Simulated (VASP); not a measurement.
ZnSe (Stilleite), 2 atoms in the cell. The structure is cubic, space group F-43m (No. 216). Conventional cell: a = 5.665 Å, b = 5.665 Å, c = 5.665 Å, α = 90.00°, β = 90.00°, γ = 90.00°. Within 3.2 Å of Zn (site symmetry -43m) lie 4 Se at 2.45 Å. Se (site symmetry -43m) has 4 Zn at 2.45 Å within 3.2 Å. 

```yaml
Program: VASP 6.6.1
Task: single point
Functional: LDA
Potentials_or_basis: VASP PAW LDA potentials, release 64 (Zn, Se)
Cutoff: 520 eV
k_mesh: 8 × 8 × 8
Occupations: gaussian, width 0.01 eV
Spin: no spin polarisation
Dipole_correction: no
Further_INCAR_settings: ALGO = Normal; EDIFF = 1e-06; NBANDS = 16
```

Potentials or basis: VASP PAW LDA potentials, release 64 (Zn, Se).

Command:

```console
$ cat potpaw_LDA.64/Zn/POTCAR potpaw_LDA.64/Se/POTCAR > POTCAR
$ mpirun -np 1 vasp_std > vasp.out
```

Hardware: 1 thread of Intel(R) Xeon(R) Platinum 8488C (Sapphire Rapids) (shared host).

Problem. Estimate the wall time of this run.

Solution. It took 25 s on 1 thread of Intel(R) Xeon(R) Platinum 8488C (Sapphire Rapids), with other jobs on the host, peak memory 0.15 GiB. Counts: scf iterations 12, k points 29.
